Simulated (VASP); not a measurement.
# CaNb2O5 in VASP: further runs

The runs below take CaNb2O5 through single point, with PBE.

Program: VASP 6.6.1. These are calculated values, not measurements. Logs are shortened: lines on timing, memory, paths and dates and some standing lists are left out, and cuts for length are marked.

## (1) The cell of the first run

The structure is hexagonal, space group P6mm (No. 183). The conventional cell has a = 6.649 Å, b = 6.649 Å, c = 3.935 Å, α = 90.00°, β = 90.00°, γ = 120.00°. Within 5.0 Å of Ca (site symmetry 6mm) lie 18 O at 3.84 to 3.87 Å and 2 Ca at 3.94 Å and 12 Nb at 4.31 to 4.32 Å. Within 2.5 Å of Nb (site symmetry 3m) lie 5 O at 1.92 to 1.97 Å. O (site symmetry 3m) has 2 Nb at 1.97 Å within 2.6 Å. O (site symmetry 2mm) has 2 Nb at 1.92 Å within 2.5 Å.

## (2) Single point, PBE

INCAR

```
PREC = Accurate ; ENCUT = 520
EDIFF = 1E-6 ; ISMEAR = 0
SIGMA = 0.1 ; LREAL = False
LASPH = True ; NELM = 80
ALGO = Normal ; ISIF = 2
LWAVE = False ; LCHARG = False
GGA = PE ; NBANDS = 43
```

KPOINTS

```
regular mesh
0
Gamma
  3 3 4
```

POSCAR

```
CaNb2O5
1.0
    6.6493412518     -0.0000000026      0.0000000000
   -3.3246706236      5.7584984438      0.0000000000
    0.0000000000      0.0000000000      3.9350940026
Ca Nb O
1 2 5
Direct
    0.0000000000      0.0000000000     -0.0200846557
    0.3333333333      0.6666666667      0.4781987275
    0.6666666667      0.3333333333      0.4781987275
    0.3333333333      0.6666666667      0.9782234187
    0.0000000000      0.5000000000      0.4777604811
    0.5000000000      0.5000000000      0.4777604811
    0.5000000000      0.0000000000      0.4777604811
    0.6666666667      0.3333333333      0.9782234187
```

Potentials or basis: VASP PAW PBE potentials, release 64 (Ca_sv, Nb_sv, O).

On the command line:

```
$ cat potpaw_PBE.64/Ca_sv/POTCAR potpaw_PBE.64/Nb_sv/POTCAR potpaw_PBE.64/O/POTCAR > POTCAR
$ mpirun -np 1 vasp_std > vasp.out
```

OUTCAR:

```text
PREC = Accurate
   ENCUT = 520
   EDIFF = 1E-6
   ISMEAR = 0
   LREAL = False
   LASPH = True
   NELM = 80
   ISIF = 2
   GGA = PE

 ion  position               nearest neighbor table
   1  0.000  0.000  0.980-
   2  0.333  0.667  0.478-   7 1.92   5 1.92   6 1.92   4 1.97   4 1.97
   3  0.667  0.333  0.478-   7 1.92   5 1.92   6 1.92   8 1.97   8 1.97
   4  0.333  0.667  0.978-   2 1.97   2 1.97
   5  0.000  0.500  0.478-   2 1.92   3 1.92
   6  0.500  0.500  0.478-   2 1.92   3 1.92
   7  0.500  0.000  0.478-   2 1.92   3 1.92
   8  0.667  0.333  0.978-   3 1.97   3 1.97

  LATTYP: Found a hexagonal cell.
 ALAT       =     6.6493412518
 C/A-ratio  =     0.5918020829

  Lattice vectors:

 A1 = (   6.6493412518,  -0.0000000026,   0.0000000000)
 A2 = (  -3.3246706236,   5.7584984438,   0.0000000000)
 A3 = (   0.0000000000,   0.0000000000,   3.9350940026)

Analysis of symmetry for initial positions (statically):
=====================================================================
 Subroutine PRICEL returns:
 Original cell was already a primitive cell.

 Routine SETGRP: Setting up the symmetry group for a
 hexagonal supercell.

 Subroutine GETGRP returns: Found 12 space group operations
 (whereof 12 operations were pure point group operations)
 out of a pool of 24 trial point group operations.

The static configuration has the point symmetry C_6v.

Analysis of symmetry for dynamics (positions and initial velocities):
=====================================================================
 Subroutine PRICEL returns:
 Original cell was already a primitive cell.

 Routine SETGRP: Setting up the symmetry group for a
 hexagonal supercell.

 Subroutine GETGRP returns: Found 12 space group operations
 (whereof 12 operations were pure point group operations)
 out of a pool of 24 trial point group operations.

The dynamic configuration has the point symmetry C_6v.

 Subroutine INISYM returns: Found 12 space group operations
 (whereof 12 operations are pure point group operations),
 and found     1 'primitive' translations

----------------------------------------------------------------------------------------

                                     Primitive cell

  volume of cell :     150.6756

  direct lattice vectors                    reciprocal lattice vectors
     6.649341252 -0.000000003  0.000000000     0.150390838  0.086828190  0.000000000
    -3.324670624  5.758498444  0.000000000     0.000000000  0.173656381  0.000000000
     0.000000000  0.000000000  3.935094003     0.000000000  0.000000000  0.254123535

  length of vectors
     6.649341252  6.649341252  3.935094003     0.173656381  0.173656381  0.254123535

  position of ions in fractional coordinates (direct lattice)
     0.000000000  0.000000000  0.979915344
     0.333333333  0.666666667  0.478198728
     0.666666667  0.333333333  0.478198728
     0.333333333  0.666666667  0.978223419
     0.000000000  0.500000000  0.477760481
     0.500000000  0.500000000  0.477760481
     0.500000000  0.000000000  0.477760481
     0.666666667  0.333333333  0.978223419

  ion indices of the primitive-cell ions
   primitive index   ion index
                 1           1
                 2           2
                 3           3
                 4           4
                 5           5
                 6           6
                 7           7
                 8           8

----------------------------------------------------------------------------------------

 KPOINTS: regular mesh

Automatic generation of k-mesh.
 Grid dimensions read from file:
 generate k-points for:    3    3    4

 Generating k-lattice:

  Cartesian coordinates                     Fractional coordinates (reciprocal lattice)
     0.050130279  0.028942730  0.000000000     0.333333333  0.000000000  0.000000000
     0.000000000  0.057885460  0.000000000     0.000000000  0.333333333  0.000000000
     0.000000000  0.000000000  0.063530884     0.000000000  0.000000000  0.250000000

  Length of vectors
     0.057885460  0.057885460  0.063530884

  Shift w.r.t. Gamma in fractional coordinates (k-lattice)
     0.000000000  0.000000000  0.000000000

 Subroutine IBZKPT returns following result:
 ===========================================

 Found      9 irreducible k-points:

 Following reciprocal coordinates:
            Coordinates               Weight
  0.000000  0.000000  0.000000      1.000000
  0.333333  0.000000  0.000000      6.000000
  0.333333  0.333333  0.000000      2.000000
  0.000000  0.000000  0.250000      2.000000
  0.333333  0.000000  0.250000     12.000000
  0.333333  0.333333  0.250000      4.000000
  0.000000  0.000000  0.500000      1.000000
  0.333333  0.000000  0.500000      6.000000
  0.333333  0.333333  0.500000      2.000000
   k-points           NKPTS =      9   k-points in BZ     NKDIM =      9   number of bands    NBANDS=     43
   number of dos      NEDOS =    301   number of ions     NIONS =      8
   total plane-waves  NPLWV =  75000
   dimension x,y,z NGX =    50 NGY =   50 NGZ =   30
   dimension x,y,z NGXF=   100 NGYF=  100 NGZF=   60
   ions per type =               1   2   5
   NGX,Y,Z   is equivalent  to a cutoff of  12.50, 12.50, 12.67 a.u.
   NGXF,Y,Z  is equivalent  to a cutoff of  25.00, 25.00, 25.35 a.u.
 SYSTEM =  unknown system
   PREC   = accura    normal or accurate (medium, high low for compatibility)
   ISTART =      0    job   : 0-new  1-cont  2-samecut
   ICHARG =      2    charge: 1-file 2-atom 10-const
   ISPIN  =      1    spin polarized calculation?
   LNONCOLLINEAR =      F non collinear calculations
   LSORBIT =      F    spin-orbit coupling
   LASPH  =      T    aspherical Exc in radial PAW
   ENCUT  =  520.0 eV  38.22 Ry    6.18 a.u.  12.36 12.36  7.32*2*pi/ulx,y,z
   NELM   =     80;   NELMIN=  2; NELMDL= -5     # of ELM steps
   EDIFF  = 0.1E-05   stopping-criterion for ELM
   LREAL  =      F    real-space projection
   EDIFFG = 0.1E-04   stopping-criterion for IOM
   NSW    =      0    number of steps for IOM
   IBRION =     -1    ionic relax: 0-MD 1-quasi-New 2-CG
   NFREE  =      0    steps in history (QN), initial steepest desc. (CG)
   ISIF   =      2    stress and relaxation
   ISYM   =      2    0-nonsym 1-usesym 2-fastsym
   POTIM  = 0.5000    time-step for ionic-motion
   TEBEG  =    0.0;   TEEND  =   0.0 temperature during run
   PSTRESS=    0.0 pullay stress
   NELECT =      66.0000    total number of electrons
   NUPDOWN=      -1.0000    fix difference up-down
   EMIN   =  10.00;   EMAX   =-10.00  energy-range for DOS
   EFERMI =   0.00;   METHOD = LEGACY
   ISMEAR =     0;   SIGMA  =   0.10  broadening in eV -4-tet -1-fermi 0-gaus
   EFERMI_NEDOS =   21; number of points for ismear=-14 and -15
   IALGO  =     38    algorithm
   IMIX   =      4    mixing-type and parameters
     AMIX     =   0.40;   BMIX     =  1.00
     AMIX_MAG =   1.60;   BMIX_MAG =  1.00
  volume/ion in A,a.u.               =      18.83       127.10
  Fermi-wavevector in a.u.,A,eV,Ry     =   1.243298  2.349492 21.031740  1.545789
  Thomas-Fermi vector in A             =   2.377615
   LORBIT       =      0    0 simple, 1 ext, 2 COOP (PROOUT), +10 PAW based schemes
   GGA     = PE    functional components
   LHFCALC =     F    Hartree Fock is set to
   AEXX    =    0.0000 exact exchange contribution
   IVDW    =     0    specifies the selected vdW correction
   LEPSILON=     F    determine dielectric tensor
   LRPA    =     F    only Hartree local field effects (RPA)
 non-spin polarized calculation
 Gauss-broadening in eV      SIGMA  =   0.10
  energy-cutoff  :      520.00
  volume of cell :      150.68
 maximum number of plane-waves:      4107
 NGX is ok and might be reduce to    50
   NGX = 25   NGY = 25   NGZ = 15

 number of electron      66.0000000 magnetization

 Free energy of the ion-electron system (eV)
  ---------------------------------------------------
  ext. energy  EPLUGINS =         0.00000000
  ---------------------------------------------------
  free energy    TOTEN  =       -65.13154745 eV

  energy without entropy =      -65.11837496  energy(sigma->0) =      -65.12496120

 E-fermi :   4.3164     XC(G=0):  -8.8545

 val. band max:        3.9251370898   @ k =   0.3333   0.0000   0.2500
 cond. band min:       4.3315067482   @ k =   0.3333   0.3333   0.2500
 fundamental gap:      0.4063696584
 Fermi energy:         4.3164040351

 k-point     1 :       0.0000    0.0000    0.0000
  band No.  band energies     occupation
      1     -52.7418      2.00000
      2     -52.7347      2.00000
      3     -39.2698      2.00000
      4     -29.1669      2.00000
      5     -29.1669      2.00000
      6     -28.9876      2.00000
[... 35 lines left out ...]
     42       6.1533      0.00000
     43       6.4934      0.00000

 k-point     2 :       0.3333    0.0000    0.0000
  band No.  band energies     occupation
      1     -52.7403      2.00000
      2     -52.7362      2.00000
      3     -39.2698      2.00000
      4     -29.1698      2.00000
      5     -29.1316      2.00000
      6     -29.0245      2.00000
[... 35 lines left out ...]
     42       6.2145      0.00000
     43       6.4840      0.00000

 k-point     3 :       0.3333    0.3333    0.0000
  band No.  band energies     occupation
      1     -52.7382      2.00000
      2     -52.7382      2.00000
      3     -39.2698      2.00000
      4     -29.1727      2.00000
      5     -29.0784      2.00000
      6     -29.0784      2.00000
[... 229 lines left out ...]
      6     -29.0188      2.00000
[... 35 lines left out ...]
     42       6.6714      0.00000
     43       7.3452      0.00000

 k-point     9 :       0.3333    0.3333    0.5000
  band No.  band energies     occupation
      1     -52.7352      2.00000
      2     -52.7352      2.00000
      3     -39.2661      2.00000
      4     -29.1665      2.00000
      5     -29.0726      2.00000
      6     -29.0726      2.00000
[... 35 lines left out ...]
     42       6.8547      0.00000
     43       6.9914      0.00000

------------------------ aborting loop because EDIFF is reached ----------------------------------------

  FORCE on cell =-STRESS in cart. coord.  units (eV):
  Direction    XX          YY          ZZ          XY          YZ          ZX
  --------------------------------------------------------------------------------------
  -------------------------------------------------------------------------------------
  Total       -0.4745928     -0.4745928     -0.3708672     -0.0000000     -0.0000000      0.0000000
  in kB       -5.0464825     -5.0464825     -3.9435374     -0.0000000     -0.0000000      0.0000000
  external PRESSURE =      -4.6788341 kB  Pullay stress =       0.0000000 kB

 VOLUME and BASIS-vectors are now :
 -----------------------------------------------------------------------------
  energy-cutoff  :      520.00
  volume of cell :      150.68
      direct lattice vectors                 reciprocal lattice vectors
     6.649341252 -0.000000003  0.000000000     0.150390838  0.086828190  0.000000000
    -3.324670624  5.758498444  0.000000000     0.000000000  0.173656381  0.000000000
     0.000000000  0.000000000  3.935094003     0.000000000  0.000000000  0.254123535

 POSITION                                       TOTAL-FORCE (eV/Angst)
 -----------------------------------------------------------------------------------
      0.00000      0.00000      3.85606         0.000000      0.000000     -0.000949
      0.00000      3.83900      1.88176         0.000000      0.000000      0.003620
      3.32467      1.91950      1.88176        -0.000000     -0.000000      0.003620
      0.00000      3.83900      3.84940        -0.000000      0.000000     -0.013918
     -1.66234      2.87925      1.88003         0.000000     -0.000000      0.007182
      1.66234      2.87925      1.88003         0.000000     -0.000000      0.007182
      3.32467     -0.00000      1.88003         0.000000      0.000000      0.007182
      3.32467      1.91950      3.84940         0.000000      0.000000     -0.013918
 -----------------------------------------------------------------------------------
    total drift:                               -0.000000     -0.000000     -0.000482

  FREE ENERGIE OF THE ION-ELECTRON SYSTEM (eV)
  ---------------------------------------------------
  free  energy   TOTEN  =       -65.1315474467 eV

  energy  without entropy=      -65.1183749606  energy(sigma->0) =      -65.12496120
```

Run time: 44 s. Hardware: 1 thread of Intel Xeon 6975P-C (Granite Rapids), shared host; peak memory 0.27 GiB.

Results:

```
Free energy            : -65.1315 eV
Pressure               : -0.5 GPa
Largest force          : 0.014 eV/Å
Band gap on the k mesh : zero (band 33 reaches 5.16 eV, above the bottom of band 34 at 3.78 eV)
```

Forces in eV/Å, atoms in the order of the input:
```
Ca   0.000  0.000 -0.001
Nb   0.000  0.000  0.004
Nb   0.000  0.000  0.004
O    0.000  0.000 -0.014
O    0.000  0.000  0.007
O    0.000  0.000  0.007
O    0.000  0.000  0.007
O    0.000  0.000 -0.014
```

Levels at points of the mesh, in eV from the Fermi level:
```tsv
k point	band 29	band 30	band 31	band 32	band 33	band 34	band 35	band 36	band 37	band 38
(0.00, 0.00, 0.00)	-3.53	-3.32	-3.32	-3.06	-1.72	-0.54	-0.54	0.24	0.24	1.07
(0.00, 0.00, 0.50)	-4.69	-4.43	-2.64	-2.64	0.35	0.35	0.57	1.23	1.23	1.42
```

Caveat: the k points lie up to 0.40 Å⁻¹ apart.

## (3) Single point, PBE

INCAR

```
ALGO = Normal ; EDIFF = 1E-6
ENCUT = 520 ; GGA = PE
ISIF = 2 ; ISMEAR = 0
LASPH = T ; LCHARG = T
LELF = T ; LREAL = F
LVHAR = T ; LWAVE = F
NBANDS = 43 ; NELM = 100
PREC = Accurate ; SIGMA = 0.1
```

KPOINTS

```
k-points
0
Gamma
  6 6 10
```

POSCAR

```
CaNb2O5
1.0
    6.6420546867      0.0000000000      0.0000000000
   -3.3210273434      5.7521880920      0.0000000000
    0.0000000000      0.0000000000      3.9420639364
Ca Nb O
1 2 5
Direct
    0.0000000000      0.0000000000      0.5000000000
    0.3333333333      0.6666666667      0.0000000000
    0.6666666667      0.3333333333      0.0000000000
    0.3333333333      0.6666666667      0.5000000000
    0.0000000000      0.5000000000      0.0000000000
    0.5000000000      0.5000000000      0.0000000000
    0.5000000000      0.0000000000      0.0000000000
    0.6666666667      0.3333333333      0.5000000000
```

Potentials or basis: VASP PAW PBE potentials, release 64 (Ca_sv, Nb_sv, O).

On the command line:

```
$ cat potpaw_PBE.64/Ca_sv/POTCAR potpaw_PBE.64/Nb_sv/POTCAR potpaw_PBE.64/O/POTCAR > POTCAR
$ mpirun -np 1 vasp_std > vasp.out
```

Run time: 3.4 min. Hardware: 1 thread of Intel Xeon 6975P-C (Granite Rapids), shared host; peak memory 0.4 GiB.

Results (log left out):

* Free energy: -65.0542 eV
* Pressure: -0.2 GPa
* Band gap on the k mesh: zero (band 33 reaches 5.14 eV, above the bottom of band 34 at 3.89 eV)

Stress tensor (GPa, compression positive):
```
-0.26  0.00  0.00
 0.00 -0.26  0.00
 0.00  0.00 -0.17
```

Levels at points of the mesh, in eV from the Fermi level:
```tsv
k point	band 29	band 30	band 31	band 32	band 33	band 34	band 35	band 36	band 37	band 38
(0.00, 0.00, 0.00)	-3.50	-3.30	-3.30	-3.04	-1.85	-0.50	-0.50	0.24	0.24	0.91
(0.50, 0.00, 0.00)	-3.67	-3.43	-3.42	-3.30	-0.97	-0.42	0.42	1.03	1.19	1.46
(0.00, 0.00, 0.50)	-4.73	-4.48	-2.63	-2.63	0.37	0.37	0.44	1.07	1.07	1.30
(0.50, 0.00, 0.50)	-4.60	-3.48	-3.05	-2.67	0.56	0.87	1.29	1.31	1.49	1.57
```
